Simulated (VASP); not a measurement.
# KYMg6 (Amm2) in VASP: further runs, part 2 of 2

VASP 6.6.1. The steps go on from the part before.

## 4. Single point, PBE

This run uses another cell than the first one, of 28.76 Å³/atom, 1.040 times its volume.

The input, INCAR:

```
PREC = Accurate
ENCUT = 520
EDIFF = 1E-7
ISMEAR = -1
SIGMA = 0.05
LREAL = F
LASPH = T
NELM = 80
ALGO = Fast
ISIF = 2
LWAVE = F
LCHARG = F
GGA = PE
NBANDS = 26
```

The input, KPOINTS:

```
Automatic mesh
0
Gamma
  5 5 5
```

The input, POSCAR:

```
KYMg6
1.0
    5.4697507655      0.0000000000      0.0000000000
    0.0000000000      3.5306553575      5.9567932081
    0.0000000000     -3.5306553575      5.9567932081
Y K Mg
1 1 6
Direct
    0.0000000000      0.8468330000      0.8468330000
    0.5000000000      0.6496090000      0.6496090000
    0.5000000000      0.1664510000      0.1664510000
    0.5000000000      0.6682610000      0.1534430000
    0.5000000000      0.1534430000      0.6682610000
    0.0000000000      0.3440530000      0.3440530000
    0.0000000000      0.8509780000      0.3203700000
    0.0000000000      0.3203700000      0.8509780000
```

Potentials or basis: VASP PAW PBE potentials, release 64 (Y_sv, K_sv, Mg).

The run is started by

```
$ cat potpaw_PBE.64/Y_sv/POTCAR potpaw_PBE.64/K_sv/POTCAR potpaw_PBE.64/Mg/POTCAR > POTCAR
$ mpirun -np 1 vasp_std > vasp.out
```

OUTCAR:

```text
PREC = Accurate
   ENCUT = 520
   EDIFF = 1E-7
   ISMEAR = -1
   LREAL = F
   LASPH = T
   NELM = 80
   ISIF = 2
   GGA = PE

 ion  position               nearest neighbor table
   1  0.000  0.847  0.847-   7 3.29   8 3.29   4 3.32   5 3.32   4 3.32   5 3.32   6 3.53   6 3.53
                             2 3.61   2 3.61   8 3.63   7 3.63
   2  0.500  0.650  0.650-   4 3.38   5 3.38   7 3.40   8 3.40   7 3.40   8 3.40   3 3.54   3 3.54
                             5 3.55   4 3.55   1 3.61   1 3.61
   3  0.500  0.166  0.166-   7 3.34   8 3.34   7 3.34   8 3.34   4 3.43   5 3.43   6 3.46   6 3.46
                             4 3.49   5 3.49   2 3.54   2 3.54
   4  0.500  0.668  0.153-   1 3.32   1 3.32   2 3.38   6 3.38   6 3.38   5 3.43   3 3.43   7 3.44
                             7 3.44   3 3.49   2 3.55   5 3.64
   5  0.500  0.153  0.668-   1 3.32   1 3.32   2 3.38   6 3.38   6 3.38   4 3.43   3 3.43   8 3.44
                             8 3.44   3 3.49   2 3.55   4 3.64
   6  0.000  0.344  0.344-   4 3.38   5 3.38   4 3.38   5 3.38   7 3.43   8 3.43   3 3.46   3 3.46
                             8 3.50   7 3.50   1 3.53   1 3.53
   7  0.000  0.851  0.320-   1 3.29   8 3.31   3 3.34   3 3.34   2 3.40   2 3.40   6 3.43   4 3.44
                             4 3.44   6 3.50   1 3.63
[... 206 lines left out ...]
 Fermi energy:         1.9227439954

 k-point     1 :       0.0000    0.0000    0.0000
  band No.  band energies     occupation
      1     -41.3836      2.00000
      2     -28.9282      2.00000
      3     -21.4004      2.00000
      4     -21.3574      2.00000
      5     -21.3080      2.00000
      6     -12.5188      2.00000
[... 685 lines left out ...]
     25       4.7516      0.00000
     26       5.6066      0.00000

 [... further k-points ...]
[... 5 lines left out ...]
  --------------------------------------------------------------------------------------
  -------------------------------------------------------------------------------------
  Total       -1.3216525     -1.7467458     -1.4670770      0.0000000      0.0000000      0.0000000
  in kB       -9.2037004    -12.1639582    -10.2164050      0.0000000      0.0000000      0.0000000
  external PRESSURE =     -10.5280212 kB  Pullay stress =       0.0000000 kB

 VOLUME and BASIS-vectors are now :
 -----------------------------------------------------------------------------
  energy-cutoff  :      520.00
  volume of cell :      230.07
      direct lattice vectors                 reciprocal lattice vectors
     5.469750765  0.000000000  0.000000000     0.182823687  0.000000000  0.000000000
     0.000000000  3.530655358  5.956793208     0.000000000  0.141616768  0.083937780
     0.000000000 -3.530655358  5.956793208     0.000000000 -0.141616768  0.083937780

 POSITION                                       TOTAL-FORCE (eV/Angst)
 -----------------------------------------------------------------------------------
      0.00000      0.00000     10.08882         0.000000     -0.000000      0.056146
      2.73488      0.00000      7.73917         0.000000     -0.000000     -0.034381
      2.73488      0.00000      1.98303         0.000000     -0.000000     -0.019343
      2.73488      1.81764      4.89472         0.000000      0.041342     -0.051797
      2.73488     -1.81764      4.89472         0.000000     -0.041342     -0.051797
      0.00000      0.00000      4.09891         0.000000     -0.000000      0.034073
      0.00000      1.87339      6.97748         0.000000      0.063673      0.033549
      0.00000     -1.87339      6.97748         0.000000     -0.063673      0.033549
 -----------------------------------------------------------------------------------
    total drift:                                0.000000     -0.000000      0.001481

  FREE ENERGIE OF THE ION-ELECTRON SYSTEM (eV)
  ---------------------------------------------------
  free  energy   TOTEN  =       -15.1367969621 eV

  energy  without entropy=      -15.0898360679  energy(sigma->0) =      -15.11331652
```

OSZICAR:

```text
N       E                     dE             d eps       ncg     rms          rms(c)
DAV:   1     0.128291635191E+03    0.12829E+03   -0.12384E+04  1412   0.992E+02
DAV:   2    -0.301448642978E+01   -0.13131E+03   -0.12497E+03  1660   0.223E+02
DAV:   3    -0.146662966994E+02   -0.11652E+02   -0.11441E+02  2502   0.446E+01
[... 41 lines left out ...]
RMM:  45    -0.151367965388E+02   -0.19579E-06   -0.16214E-06  1696   0.432E-03    0.106E-03
RMM:  46    -0.151367966628E+02   -0.12400E-06   -0.13722E-06  1670   0.406E-03    0.821E-04
RMM:  47    -0.151367967793E+02   -0.11650E-06   -0.12492E-06  1670   0.383E-03    0.875E-04
RMM:  48    -0.151367968773E+02   -0.97971E-07   -0.10979E-06  1649   0.360E-03    0.843E-04
RMM:  49    -0.151367969621E+02   -0.84839E-07   -0.90705E-07  1616   0.337E-03
   1 F= -.15136797E+02 E0= -.15113317E+02  d E =-.469609E-01
```

stdout:

```text
POSCAR found type information on POSCAR Y K Mg
[... 43 lines left out ...]
 num prob  num prob  num prob  num prob  num prob  num prob  num prob  num prob  num prob  num prob  num prob  num prob  num prob  num prob  num prob  num prob  num prob  num prob  num prob  num prob  num prob  num prob  num prob RMM:  48    -0.151367968773E+02   -0.97971E-07   -0.10979E-06  1649   0.360E-03    0.843E-04
 num prob  num prob  num prob  num prob  num prob  num prob  num prob  num prob  num prob  num prob WARNING in EDDRMM: call to ZHEGV failed, returncode =   8  4     22
 num prob  num prob  num prob  num prob  num prob  num prob  num prob  num prob  num prob  num prob  num prob  num prob  num prob  num prob  num prob  num prob  num prob  num prob  num prob  num prob  num prob  num prob  num prob  num prob  num prob  num prob  num prob RMM:  49    -0.151367969621E+02   -0.84839E-07   -0.90705E-07  1616   0.337E-03
```

It took 15 min on 1 thread of Intel Xeon Platinum 8488C (Sapphire Rapids), shared host; peak memory 0.48 GiB.

What came out:

```
Free energy            : -15.1368 eV
Pressure               : -1.1 GPa
Largest force          : 0.072 eV/Å
Band gap on the k mesh : zero (band 16 reaches 2.11 eV, above the bottom of band 17 at 1.60 eV)
```

Forces on the atoms (eV/Å):
```
Y    0.000  0.000  0.056
K    0.000  0.000 -0.034
Mg   0.000  0.000 -0.019
Mg   0.000  0.041 -0.052
Mg   0.000 -0.041 -0.052
Mg   0.000  0.000  0.034
Mg   0.000  0.064  0.034
Mg   0.000 -0.064  0.034
```

Levels at points of the mesh, in eV from the Fermi level:
```
           k point  band 14  band 15  band 16  band 17  band 18  band 19
(0.00, 0.00, 0.00)    -1.40    -0.77    -0.62    -0.06     0.43     1.04
```

## 5. Single point, PBE

This run uses another cell than the first one, of 29.31 Å³/atom, 1.060 times its volume.

The input, INCAR:

```
SYSTEM = KYMg6
PREC = Accurate
ENCUT = 520
EDIFF = 1E-7
ISMEAR = -1
SIGMA = 0.05
LREAL = .False.
LASPH = .True.
NELM = 80
ALGO = Fast
ISIF = 2
LWAVE = .False.
LCHARG = .False.
GGA = PE
NBANDS = 26
```

The input, KPOINTS:

```
regular mesh
0
Gamma
  5 5 5
  0 0 0
```

POSCAR, as its differences from that of step 4:

```diff
@@ -2,5 +2,5 @@
 1.0
-    5.4697507655      0.0000000000      0.0000000000
-    0.0000000000      3.5306553575      5.9567932081
-    0.0000000000     -3.5306553575      5.9567932081
+    5.5045908817      0.0000000000      0.0000000000
+    0.0000000000      3.5531442145      5.9947355891
+    0.0000000000     -3.5531442145      5.9947355891
 Y K Mg
```

Potentials or basis: VASP PAW PBE potentials, release 64 (Y_sv, K_sv, Mg).

The run is started by

```
$ cat potpaw_PBE.64/Y_sv/POTCAR potpaw_PBE.64/K_sv/POTCAR potpaw_PBE.64/Mg/POTCAR > POTCAR
$ mpirun -np 1 vasp_std > vasp.out
```

OUTCAR:

```text
SYSTEM = KYMg6
   PREC = Accurate
   ENCUT = 520
   EDIFF = 1E-7
   ISMEAR = -1
   LREAL = .False.
   LASPH = .True.
   NELM = 80
   ISIF = 2
   GGA = PE

 ion  position               nearest neighbor table
   1  0.000  0.847  0.847-   7 3.31   8 3.31   4 3.34   5 3.34   4 3.34   5 3.34   6 3.55   6 3.55
                             2 3.63   2 3.63   8 3.65   7 3.65
   2  0.500  0.650  0.650-   4 3.40   5 3.40   7 3.42   8 3.42   7 3.42   8 3.42   3 3.56   3 3.56
                             5 3.58   4 3.58   1 3.63   1 3.63
   3  0.500  0.166  0.166-   7 3.36   8 3.36   7 3.36   8 3.36   4 3.45   5 3.45   6 3.48   6 3.48
                             4 3.52   5 3.52   2 3.56   2 3.56
   4  0.500  0.668  0.153-   1 3.34   1 3.34   2 3.40   6 3.40   6 3.40   5 3.45   3 3.45   7 3.46
                             7 3.46   3 3.52   2 3.58
   5  0.500  0.153  0.668-   1 3.34   1 3.34   2 3.40   6 3.40   6 3.40   4 3.45   3 3.45   8 3.46
                             8 3.46   3 3.52   2 3.58
   6  0.000  0.344  0.344-   4 3.40   5 3.40   4 3.40   5 3.40   7 3.46   8 3.46   3 3.48   3 3.48
                             8 3.52   7 3.52   1 3.55   1 3.55
   7  0.000  0.851  0.320-   1 3.31   8 3.34   3 3.36   3 3.36   2 3.42   2 3.42   6 3.46   4 3.46
                             4 3.46   6 3.52   1 3.65
   8  0.000  0.320  0.851-   1 3.31   7 3.34   3 3.36   3 3.36   2 3.42   2 3.42   6 3.46   5 3.46
                             5 3.46   6 3.52   1 3.65

  LATTYP: Found a base centered orthorhombic cell.
 ALAT       =     7.1062884290
 B/A-ratio  =     1.6871636014
 C/A-ratio  =     0.7746084242

  Lattice vectors:

 A1 = (   0.0000000000,   3.5531442145,  -5.9947355891)
 A2 = (   0.0000000000,   3.5531442145,   5.9947355891)
 A3 = (   5.5045908817,   0.0000000000,   0.0000000000)

Analysis of symmetry for initial positions (statically):
=====================================================================
 Subroutine PRICEL returns:
 Original cell was already a primitive cell.

 Routine SETGRP: Setting up the symmetry group for a
 base centered orthorhombic supercell.

 Subroutine GETGRP returns: Found  4 space group operations
 (whereof  4 operations were pure point group operations)
 out of a pool of  8 trial point group operations.

The static configuration has the point symmetry C_2v.

Analysis of symmetry for dynamics (positions and initial velocities):
=====================================================================
 Subroutine PRICEL returns:
 Original cell was already a primitive cell.

 Routine SETGRP: Setting up the symmetry group for a
 base centered orthorhombic supercell.

 Subroutine GETGRP returns: Found  4 space group operations
 (whereof  4 operations were pure point group operations)
 out of a pool of  8 trial point group operations.

The dynamic configuration has the point symmetry C_2v.

 Subroutine INISYM returns: Found  4 space group operations
 (whereof  4 operations are pure point group operations),
 and found     1 'primitive' translations

----------------------------------------------------------------------------------------

                                     Primitive cell

  volume of cell :     234.4973

  direct lattice vectors                    reciprocal lattice vectors
     5.504590882  0.000000000  0.000000000     0.181666544  0.000000000  0.000000000
     0.000000000  3.553144215  5.994735589     0.000000000  0.140720435  0.083406514
[... 80 lines left out ...]
   number of dos      NEDOS =    301   number of ions     NIONS =      8
   total plane-waves  NPLWV = 122472
   dimension x,y,z NGX =    42 NGY =   54 NGZ =   54
   dimension x,y,z NGXF=    84 NGYF=  108 NGZF=  108
   ions per type =               1   1   6
   NGX,Y,Z   is equivalent  to a cutoff of  12.68, 12.88, 12.88 a.u.
   NGXF,Y,Z  is equivalent  to a cutoff of  25.37, 25.76, 25.76 a.u.
 SYSTEM =  KYMg6
   PREC   = accura    normal or accurate (medium, high low for compatibility)
   ISTART =      0    job   : 0-new  1-cont  2-samecut
   ICHARG =      2    charge: 1-file 2-atom 10-const
   ISPIN  =      1    spin polarized calculation?
   LNONCOLLINEAR =      F non collinear calculations
   LSORBIT =      F    spin-orbit coupling
   LASPH  =      T    aspherical Exc in radial PAW
   ENCUT  =  520.0 eV  38.22 Ry    6.18 a.u.  10.23 12.96 12.96*2*pi/ulx,y,z
   NELM   =     80;   NELMIN=  2; NELMDL= -5     # of ELM steps
   EDIFF  = 0.1E-06   stopping-criterion for ELM
   LREAL  =      F    real-space projection
   EDIFFG = 0.1E-05   stopping-criterion for IOM
   NSW    =      0    number of steps for IOM
   IBRION =     -1    ionic relax: 0-MD 1-quasi-New 2-CG
   NFREE  =      0    steps in history (QN), initial steepest desc. (CG)
   ISIF   =      2    stress and relaxation
   ISYM   =      2    0-nonsym 1-usesym 2-fastsym
   POTIM  = 0.5000    time-step for ionic-motion
   TEBEG  =    0.0;   TEEND  =   0.0 temperature during run
   PSTRESS=    0.0 pullay stress
   NELECT =      32.0000    total number of electrons
   NUPDOWN=      -1.0000    fix difference up-down
   EMIN   =  10.00;   EMAX   =-10.00  energy-range for DOS
   EFERMI =   0.00;   METHOD = LEGACY
   ISMEAR =    -1;   SIGMA  =   0.05  broadening in eV -4-tet -1-fermi 0-gaus
   EFERMI_NEDOS =   21; number of points for ismear=-14 and -15
   IALGO  =     68    algorithm
   IMIX   =      4    mixing-type and parameters
     AMIX     =   0.40;   BMIX     =  1.00
     AMIX_MAG =   1.60;   BMIX_MAG =  1.00
  volume/ion in A,a.u.               =      29.31       197.81
  Fermi-wavevector in a.u.,A,eV,Ry     =   0.842841  1.592738  9.665314  0.710381
  Thomas-Fermi vector in A             =   1.957612
   LORBIT       =      0    0 simple, 1 ext, 2 COOP (PROOUT), +10 PAW based schemes
   GGA     = PE    functional components
   LHFCALC =     F    Hartree Fock is set to
   AEXX    =    0.0000 exact exchange contribution
   IVDW    =     0    specifies the selected vdW correction
   LEPSILON=     F    determine dielectric tensor
   LRPA    =     F    only Hartree local field effects (RPA)
 non-spin polarized calculation
 RMM-DIIS sequential band-by-band and
  energy-cutoff  :      520.00
  volume of cell :      234.50
 maximum number of plane-waves:      6344
 NGX is ok and might be reduce to    42
   NGX = 21   NGY = 25   NGZ = 25

 number of electron      32.0000000 magnetization

 Free energy of the ion-electron system (eV)
  ---------------------------------------------------
  ext. energy  EPLUGINS =         0.00000000
  ---------------------------------------------------
  free energy    TOTEN  =       -15.10182687 eV

  energy without entropy =      -15.05420083  energy(sigma->0) =      -15.07801385

 E-fermi :   1.8417     XC(G=0):  -8.1187

 val. band max:        1.8184575490   @ k =   0.2000   0.4000   0.0000
 cond. band min:       1.8684187666   @ k =   0.4000  -0.4000   0.4000
 fundamental gap:      0.0499612176
 Fermi energy:         1.8416963691

 k-point     1 :       0.0000    0.0000    0.0000
  band No.  band energies     occupation
      1     -41.5234      2.00000
      2     -29.0136      2.00000
      3     -21.5331      2.00000
      4     -21.4914      2.00000
      5     -21.4428      2.00000
      6     -12.5991      2.00000
[... 685 lines left out ...]
     25       4.6350      0.00000
     26       5.4828      0.00000

 [... further k-points ...]

------------------------ aborting loop because EDIFF is reached ----------------------------------------

  FORCE on cell =-STRESS in cart. coord.  units (eV):
  Direction    XX          YY          ZZ          XY          YZ          ZX
  --------------------------------------------------------------------------------------
  -------------------------------------------------------------------------------------
  Total       -1.9628843     -2.4039594     -2.0712794      0.0000000      0.0000000      0.0000000
  in kB      -13.4111919    -16.4247888    -14.1517897      0.0000000      0.0000000      0.0000000
  external PRESSURE =     -14.6625901 kB  Pullay stress =       0.0000000 kB

 VOLUME and BASIS-vectors are now :
 -----------------------------------------------------------------------------
  energy-cutoff  :      520.00
  volume of cell :      234.50
      direct lattice vectors                 reciprocal lattice vectors
     5.504590882  0.000000000  0.000000000     0.181666544  0.000000000  0.000000000
     0.000000000  3.553144215  5.994735589     0.000000000  0.140720435  0.083406514
     0.000000000 -3.553144215  5.994735589     0.000000000 -0.140720435  0.083406514

 POSITION                                       TOTAL-FORCE (eV/Angst)
 -----------------------------------------------------------------------------------
      0.00000      0.00000     10.15308         0.000000      0.000000      0.080656
      2.75230      0.00000      7.78847         0.000000      0.000000     -0.028823
      2.75230      0.00000      1.99566         0.000000      0.000000     -0.021035
      2.75230      1.82922      4.92590         0.000000      0.055003     -0.058338
      2.75230     -1.82922      4.92590         0.000000     -0.055003     -0.058338
      0.00000      0.00000      4.12501         0.000000      0.000000      0.035645
      0.00000      1.88533      7.02192         0.000000      0.072208      0.025117
      0.00000     -1.88533      7.02192         0.000000     -0.072208      0.025117
 -----------------------------------------------------------------------------------
    total drift:                               -0.000000     -0.000000      0.001832

  FREE ENERGIE OF THE ION-ELECTRON SYSTEM (eV)
  ---------------------------------------------------
  free  energy   TOTEN  =       -15.1018268673 eV

  energy  without entropy=      -15.0542008347  energy(sigma->0) =      -15.07801385
```

Wall time 13 min (1 thread of Intel Xeon Platinum 8488C (Sapphire Rapids), shared host); peak memory 0.48 GiB.

Results:

* Free energy: -15.1018 eV
* Pressure: -1.5 GPa
* Largest force: 0.081 eV/Å
* Band gap on the k mesh: zero (band 16 reaches 2.03 eV, above the bottom of band 17 at 1.51 eV)

Forces on the atoms (eV/Å):
```
Y    0.000  0.000  0.081
K    0.000  0.000 -0.029
Mg   0.000  0.000 -0.021
Mg   0.000  0.055 -0.058
Mg   0.000 -0.055 -0.058
Mg   0.000  0.000  0.036
Mg   0.000  0.072  0.025
Mg   0.000 -0.072  0.025
```

## 6. Summary

```tsv
cell	gap on the mesh (eV)	pressure (GPa)	largest force (eV/Å)
a = 5.399, b = 6.835, c = 6.835 Å, angles 61.3, 90.0, 90.0°, 8 atoms	none	-0.1	0.07
a = 5.434, b = 6.880, c = 6.880 Å, angles 61.3, 90.0, 90.0°, 8 atoms	none	-0.6	0.07
a = 5.470, b = 6.925, c = 6.925 Å, angles 61.3, 90.0, 90.0°, 8 atoms	none	-1.1	0.07
a = 5.505, b = 6.969, c = 6.969 Å, angles 61.3, 90.0, 90.0°, 8 atoms	none	-1.5	0.08
```

Alike in all rows: task single point; level PBE; potentials or basis VASP PAW PBE potentials, release 64 (Y_sv, K_sv, Mg); no spin polarisation; k mesh 5 × 5 × 5; cutoff (eV) 520; smearing fermi-dirac 0.05 eV.

Total energies depend on the potentials used, so only differences within one code and one set of settings carry meaning.
